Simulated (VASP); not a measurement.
# Ir3O: single point with PBE

The system is Ir3O.

```
Ir O
1.0
     2.75206    0.00000    0.00000
    -1.37603    2.38335    0.00000
     0.00000    0.00000    7.86894
Ir O
3 1
Direct
  0.33333 0.66667 0.50000
  0.00000 0.00000 0.77745
  0.00000 0.00000 0.22255
  0.33333 0.66667 0.00000
```

The cell was built from a structure type or drawn by symmetry, and may not be a known phase.

| Item | Value |
| --- | --- |
| Program | VASP 6.6.1 |
| Task | single point |
| Functional | PBE |
| Potentials or basis | VASP PAW PBE potentials, release 64 (Ir, O) |
| Cutoff | 520 eV |
| k mesh | 18 × 18 × 6 |
| Occupations | gaussian, width 0.1 eV |
| Spin | no spin polarisation |
| Dipole correction | no |
| Further INCAR settings | ALGO = Normal; EDIFF = 1e-07; NBANDS = 24 |

The pressure is 0.5 GPa and the largest force is 0.044 eV/Å. The band gap on the k mesh is zero (an odd number of electrons rules out a gap without spin polarisation).

Forces in eV/Å, atoms in the order of the input:
```
Ir   0.000  0.000  0.000
Ir   0.000  0.000  0.044
Ir   0.000  0.000 -0.044
O    0.000  0.000  0.000
```

Stress tensor (GPa, compression positive):
```
0.58 0.00 0.00
0.00 0.58 0.00
0.00 0.00 0.33
```

Levels at points of the mesh, in eV from the Fermi level:
```
           k point  band 15  band 16  band 17  band 18  band 19  band 20
(0.00, 0.00, 0.00)    -2.07    -1.78    -1.78     0.12     0.12     0.14
(0.50, 0.00, 0.00)     0.34     0.70     0.73     0.95     1.01     2.30
(0.00, 0.00, 0.50)    -2.79    -0.75    -0.75    -0.51    -0.51     0.25
(0.50, 0.00, 0.50)     0.24     0.62     0.94     0.99     1.09     2.81
```

Run time: 2.6 min on 1 thread of Intel(R) Xeon(R) Platinum 8259CL CPU @ 2.50GHz (Skylake/Cascade Lake), with other jobs on the host, peak memory 0.28 GiB.

Caveat: spin-orbit coupling is left out, which moves the levels of the heavy elements; an odd number of electrons without spin polarisation forces a metal; a magnetic or distorted state may lie lower.
